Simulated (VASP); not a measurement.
# GaSb (I-4m2) in VASP: notebook

GaSb is run at these levels: PBE; tasks: single point.

Everything below comes from runs of VASP 6.6.1. Logs are shortened: lines on timing, memory, paths and dates and some standing lists are left out, and cuts for length are marked.

## 1. The cell of the first run

The structure is tetragonal, space group I-4m2 (No. 119). Conventional cell: a = 5.716 Å, b = 5.716 Å, c = 3.110 Å, α = 90.00°, β = 90.00°, γ = 90.00°. Ga (site symmetry -4m2) has 8 Sb at 2.96 to 3.69 Å and 2 Ga at 3.11 Å within 3.9 Å. Within 3.9 Å of Sb (site symmetry -4m2) lie 8 Ga at 2.96 to 3.69 Å and 2 Sb at 3.11 Å.

## 2. Single point, PBE

Input file INCAR:

```
SYSTEM = GaSb
ALGO     = Normal         ! electronic algorithm
EDIFF    = 1E-6           ! SCF threshold, eV
ENCUT    = 520            ! plane-wave cutoff, eV
GGA      = PE             ! functional
ISIF     = 2              ! what is computed and relaxed
ISMEAR   = 0              ! smearing method
LASPH    = .TRUE.         ! aspherical terms in the spheres
LCHARG   = .FALSE.        ! write CHGCAR
LREAL    = .FALSE.        ! projectors in reciprocal space
LWAVE    = .FALSE.        ! write WAVECAR
NBANDS   = 16             ! bands
NELM     = 60             ! most SCF steps
PREC     = Accurate       ! precision mode
SIGMA    = 0.15           ! smearing width, eV
```

Input file KPOINTS:

```
k-points
0
G
  16 16 16
  0 0 0
```

Input file POSCAR:

```
GaSb
1.0
   -2.8579500000      2.8579500000      1.5547500000
    2.8579500000     -2.8579500000      1.5547500000
    2.8579500000      2.8579500000     -1.5547500000
Ga Sb
1 1
Direct
    0.2500000000      0.7500000000      0.5000000000
    0.0000000000      0.0000000000      0.0000000000
```

Potentials or basis: VASP PAW PBE potentials, release 64 (Ga_d, Sb).

On the command line:

```bash
> cat potpaw_PBE.64/Ga_d/POTCAR potpaw_PBE.64/Sb/POTCAR > POTCAR
> mpirun -np 1 vasp_std > vasp.out
```

OUTCAR:

```text
SYSTEM = GaSb
   EDIFF = 1E-6
   ENCUT = 520
   GGA = PE
   ISIF = 2
   ISMEAR = 0
   LASPH = .TRUE.
   LREAL = .FALSE.
   NELM = 60
   PREC = Accurate

 ion  position               nearest neighbor table
   1  0.250  0.750  0.500-   2 2.96   2 2.96   2 2.96   2 2.96
   2  0.000  0.000  0.000-   1 2.96   1 2.96   1 2.96   1 2.96

  LATTYP: Found a body centered tetragonal cell.
 ALAT       =     5.7159000000
 C/A-ratio  =     0.5440088175

  Lattice vectors:

 A1 = (  -2.8579500000,   2.8579500000,   1.5547500000)
 A2 = (   2.8579500000,  -2.8579500000,   1.5547500000)
 A3 = (   2.8579500000,   2.8579500000,  -1.5547500000)

Analysis of symmetry for initial positions (statically):
=====================================================================
 Subroutine PRICEL returns:
 Original cell was already a primitive cell.

 Routine SETGRP: Setting up the symmetry group for a
 body centered tetragonal supercell.

 Subroutine GETGRP returns: Found  8 space group operations
 (whereof  8 operations were pure point group operations)
 out of a pool of 16 trial point group operations.

The static configuration has the point symmetry D_2d.

Analysis of symmetry for dynamics (positions and initial velocities):
=====================================================================
 Subroutine PRICEL returns:
 Original cell was already a primitive cell.

 Routine SETGRP: Setting up the symmetry group for a
 body centered tetragonal supercell.

 Subroutine GETGRP returns: Found  8 space group operations
 (whereof  8 operations were pure point group operations)
 out of a pool of 16 trial point group operations.

The dynamic configuration has the point symmetry D_2d.

 Subroutine INISYM returns: Found  8 space group operations
 (whereof  8 operations are pure point group operations),
 and found     1 'primitive' translations

----------------------------------------------------------------------------------------

                                     Primitive cell

  volume of cell :      50.7960

  direct lattice vectors                    reciprocal lattice vectors
    -2.857950000  2.857950000  1.554750000     0.000000000  0.174950576  0.321595112
     2.857950000 -2.857950000  1.554750000     0.174950576  0.000000000  0.321595112
     2.857950000  2.857950000 -1.554750000     0.174950576  0.174950576  0.000000000

  length of vectors
     4.330473873  4.330473873  4.330473873     0.366102609  0.366102609  0.247417478

  position of ions in fractional coordinates (direct lattice)
     0.250000000  0.750000000  0.500000000
     0.000000000  0.000000000  0.000000000

  ion indices of the primitive-cell ions
   primitive index   ion index
                 1           1
                 2           2

----------------------------------------------------------------------------------------

 KPOINTS: k-points

Automatic generation of k-mesh.
 Grid dimensions read from file:
 generate k-points for:   16   16   16

 Generating k-lattice:

  Cartesian coordinates                     Fractional coordinates (reciprocal lattice)
     0.000000000  0.010934411  0.020099694     0.062500000 -0.000000000  0.000000000
     0.010934411  0.000000000  0.020099694    -0.000000000  0.062500000  0.000000000
     0.010934411  0.010934411  0.000000000     0.000000000  0.000000000  0.062500000

  Length of vectors
     0.022881413  0.022881413  0.015463592

  Shift w.r.t. Gamma in fractional coordinates (k-lattice)
     0.000000000  0.000000000  0.000000000

 Subroutine IBZKPT returns following result:
 ===========================================

 Found    349 irreducible k-points:

 Following reciprocal coordinates:
            Coordinates               Weight
  0.000000  0.000000  0.000000      1.000000
  0.062500  0.000000  0.000000      8.000000
  0.125000  0.000000  0.000000      8.000000
  0.187500  0.000000 -0.000000      8.000000
  0.250000  0.000000  0.000000      8.000000
  0.312500  0.000000  0.000000      8.000000
[... 16 lines left out ...]
 -0.125000  0.062500  0.000000     16.000000
 -0.062500  0.062500  0.000000      4.000000
 [... further k-points ...]
   k-points           NKPTS =    349   k-points in BZ     NKDIM =    349   number of bands    NBANDS=     16
   number of dos      NEDOS =    301   number of ions     NIONS =      2
   total plane-waves  NPLWV =  32768
   dimension x,y,z NGX =    32 NGY =   32 NGZ =   32
   dimension x,y,z NGXF=    64 NGYF=   64 NGZF=   64
   ions per type =               1   1
   NGX,Y,Z   is equivalent  to a cutoff of  12.28, 12.28, 12.28 a.u.
   NGXF,Y,Z  is equivalent  to a cutoff of  24.57, 24.57, 24.57 a.u.
 SYSTEM =  GaSb
   PREC   = accura    normal or accurate (medium, high low for compatibility)
   ISTART =      0    job   : 0-new  1-cont  2-samecut
   ICHARG =      2    charge: 1-file 2-atom 10-const
   ISPIN  =      1    spin polarized calculation?
   LNONCOLLINEAR =      F non collinear calculations
   LSORBIT =      F    spin-orbit coupling
   LASPH  =      T    aspherical Exc in radial PAW
   ENCUT  =  520.0 eV  38.22 Ry    6.18 a.u.   8.05  8.05  8.05*2*pi/ulx,y,z
   NELM   =     60;   NELMIN=  2; NELMDL= -5     # of ELM steps
   EDIFF  = 0.1E-05   stopping-criterion for ELM
   LREAL  =      F    real-space projection
   EDIFFG = 0.1E-04   stopping-criterion for IOM
   NSW    =      0    number of steps for IOM
   IBRION =     -1    ionic relax: 0-MD 1-quasi-New 2-CG
   NFREE  =      0    steps in history (QN), initial steepest desc. (CG)
   ISIF   =      2    stress and relaxation
   ISYM   =      2    0-nonsym 1-usesym 2-fastsym
   POTIM  = 0.5000    time-step for ionic-motion
   TEBEG  =    0.0;   TEEND  =   0.0 temperature during run
   PSTRESS=    0.0 pullay stress
   NELECT =      18.0000    total number of electrons
   NUPDOWN=      -1.0000    fix difference up-down
   EMIN   =  10.00;   EMAX   =-10.00  energy-range for DOS
   EFERMI =   0.00;   METHOD = LEGACY
   ISMEAR =     0;   SIGMA  =   0.15  broadening in eV -4-tet -1-fermi 0-gaus
   EFERMI_NEDOS =   21; number of points for ismear=-14 and -15
   IALGO  =     38    algorithm
   IMIX   =      4    mixing-type and parameters
     AMIX     =   0.40;   BMIX     =  1.00
     AMIX_MAG =   1.60;   BMIX_MAG =  1.00
  volume/ion in A,a.u.               =      25.40       171.39
  Fermi-wavevector in a.u.,A,eV,Ry     =   1.158481  2.189212 18.260095  1.342079
  Thomas-Fermi vector in A             =   2.295083
   LORBIT       =      0    0 simple, 1 ext, 2 COOP (PROOUT), +10 PAW based schemes
   GGA     = PE    functional components
   LHFCALC =     F    Hartree Fock is set to
   AEXX    =    0.0000 exact exchange contribution
   IVDW    =     0    specifies the selected vdW correction
   LEPSILON=     F    determine dielectric tensor
   LRPA    =     F    only Hartree local field effects (RPA)
 non-spin polarized calculation
 Gauss-broadening in eV      SIGMA  =   0.15
  energy-cutoff  :      520.00
  volume of cell :       50.80
 maximum number of plane-waves:      1388
   NGX = 17   NGY = 17   NGZ = 17

 number of electron      18.0000014 magnetization

 Free energy of the ion-electron system (eV)
  ---------------------------------------------------
  ext. energy  EPLUGINS =         0.00000000
  ---------------------------------------------------
  free energy    TOTEN  =        -6.96481165 eV

  energy without entropy =       -6.95451947  energy(sigma->0) =       -6.95966556

 E-fermi :   6.0032     XC(G=0): -10.0031

 val. band max:        5.9938689316   @ k =  -0.3750  -0.3750   0.0625
 cond. band min:       6.0122779851   @ k =   0.1250   0.1250   0.0625
 fundamental gap:      0.0184090534
 Fermi energy:         6.0031647989

 k-point     1 :       0.0000    0.0000    0.0000
  band No.  band energies     occupation
      1      -8.9102      2.00000
      2      -8.8115      2.00000
      3      -8.8057      2.00000
      4      -8.7799      2.00000
      5      -8.7799      2.00000
      6      -5.6135      2.00000
[... 8 lines left out ...]
     15      15.9267      0.00000
     16      15.9712      0.00000

 k-point     2 :       0.0625    0.0000    0.0000
  band No.  band energies     occupation
      1      -8.9043      2.00000
      2      -8.8117      2.00000
      3      -8.8049      2.00000
      4      -8.7824      2.00000
      5      -8.7824      2.00000
      6      -5.5381      2.00000
[... 8 lines left out ...]
     15      15.8719      0.00000
     16      16.3887      0.00000

 k-point     3 :       0.1250    0.0000    0.0000
  band No.  band energies     occupation
      1      -8.8874      2.00000
      2      -8.8123      2.00000
      3      -8.8030      2.00000
      4      -8.7895      2.00000
      5      -8.7893      2.00000
      6      -5.3124      2.00000
[... 8 lines left out ...]
     15      15.1733      0.00000
     16      15.4790      0.00000

 k-point     4 :       0.1875    0.0000   -0.0000
  band No.  band energies     occupation
      1      -8.8622      2.00000
      2      -8.8134      2.00000
      3      -8.8027      2.00000
      4      -8.7998      2.00000
      5      -8.7970      2.00000
      6      -4.9384      2.00000
[... 8 lines left out ...]
     15      14.2879      0.00000
     16      14.9613      0.00000

 k-point     5 :       0.2500    0.0000    0.0000
  band No.  band energies     occupation
      1      -8.8337      2.00000
      2      -8.8160      2.00000
      3      -8.8136      2.00000
      4      -8.8097      2.00000
      5      -8.7948      2.00000
      6      -4.4215      2.00000
[... 8 lines left out ...]
     15      13.5881      0.00000
     16      15.0753      0.00000

 k-point     6 :       0.3125    0.0000    0.0000
  band No.  band energies     occupation
      1      -8.8297      2.00000
      2      -8.8260      2.00000
      3      -8.8137      2.00000
      4      -8.8000      2.00000
      5      -8.7911      2.00000
      6      -3.7747      2.00000
[... 8 lines left out ...]
     15      13.1107      0.00000
     16      15.5621      0.00000
[... 267 lines left out ...]
 k-point    21 :      -0.2500    0.0625    0.0000
  band No.  band energies     occupation
      1      -8.8615      2.00000
      2      -8.8154      2.00000
      3      -8.8029      2.00000
      4      -8.7996      2.00000
      5      -8.7955      2.00000
      6      -4.8211      2.00000
[... 8 lines left out ...]
     15      14.6041      0.00000
     16      14.8938      0.00000

 k-point    22 :      -0.1875    0.0625    0.0000
  band No.  band energies     occupation
      1      -8.8868      2.00000
      2      -8.8139      2.00000
      3      -8.8022      2.00000
      4      -8.7895      2.00000
      5      -8.7887      2.00000
      6      -5.2231      2.00000
[... 8 lines left out ...]
     15      15.3047      0.00000
     16      15.5642      0.00000

 k-point    23 :      -0.1250    0.0625    0.0000
  band No.  band energies     occupation
      1      -8.9038      2.00000
      2      -8.8128      2.00000
      3      -8.8043      2.00000
      4      -8.7825      2.00000
      5      -8.7820      2.00000
      6      -5.4781      2.00000
[... 8 lines left out ...]
     15      16.0137      0.00000
     16      16.3212      0.00000

 k-point    24 :      -0.0625    0.0625    0.0000
  band No.  band energies     occupation
      1      -8.9100      2.00000
      2      -8.8121      2.00000
      3      -8.8053      2.00000
      4      -8.7800      2.00000
      5      -8.7797      2.00000
      6      -5.5834      2.00000
[... 8 lines left out ...]
     15      15.9341      0.00000
     16      16.1168      0.00000

 [... further k-points ...]

------------------------ aborting loop because EDIFF is reached ----------------------------------------

  FORCE on cell =-STRESS in cart. coord.  units (eV):
  Direction    XX          YY          ZZ          XY          YZ          ZX
  --------------------------------------------------------------------------------------
  -------------------------------------------------------------------------------------
  Total       -0.9468395     -0.9468395     -0.2781593      0.0000000     -0.0000000      0.0000000
  in kB      -29.8646288    -29.8646288     -8.7735312      0.0000000     -0.0000000      0.0000000
  external PRESSURE =     -22.8342629 kB  Pullay stress =       0.0000000 kB

 VOLUME and BASIS-vectors are now :
 -----------------------------------------------------------------------------
  energy-cutoff  :      520.00
  volume of cell :       50.80
      direct lattice vectors                 reciprocal lattice vectors
    -2.857950000  2.857950000  1.554750000     0.000000000  0.174950576  0.321595112
     2.857950000 -2.857950000  1.554750000     0.174950576  0.000000000  0.321595112
     2.857950000  2.857950000 -1.554750000     0.174950576  0.174950576  0.000000000

 POSITION                                       TOTAL-FORCE (eV/Angst)
 -----------------------------------------------------------------------------------
      2.85795      0.00000      0.77738         0.000000      0.000000      0.000000
      0.00000      0.00000      0.00000        -0.000000     -0.000000     -0.000000
 -----------------------------------------------------------------------------------
    total drift:                                0.000000     -0.000000      0.000000

  FREE ENERGIE OF THE ION-ELECTRON SYSTEM (eV)
  ---------------------------------------------------
  free  energy   TOTEN  =        -6.9648116465 eV

  energy  without entropy=       -6.9545194659  energy(sigma->0) =       -6.95966556
```

Wall time 2.5 min (1 thread of Intel Xeon 8259CL, shared host); peak memory 0.41 GiB.

Results:

```yaml
Free_energy: -6.9648 eV
Pressure: -2.3 GPa
Band_gap_on_the_k_mesh: zero (bands 9 and 10 overlap by 4.14 eV)
```

Levels at points of the mesh, in eV from the Fermi level:
```tsv
k point	band 7	band 8	band 9	band 10	band 11	band 12
(0.00, 0.00, 0.00)	-3.64	-1.96	-1.96	3.32	5.51	6.45
(0.50, 0.00, 0.00)	-5.24	-2.55	-1.16	-1.14	2.56	3.01
(0.50, 0.50, 0.00)	-7.77	-0.29	1.48	1.62	1.85	5.07
(0.50, 0.50, 0.50)	-5.99	-4.71	-4.71	4.27	5.86	9.19
```

Caveat: spin-orbit coupling is left out, which moves the levels of the heavy elements.

(Part 1 of 2 ends here.)
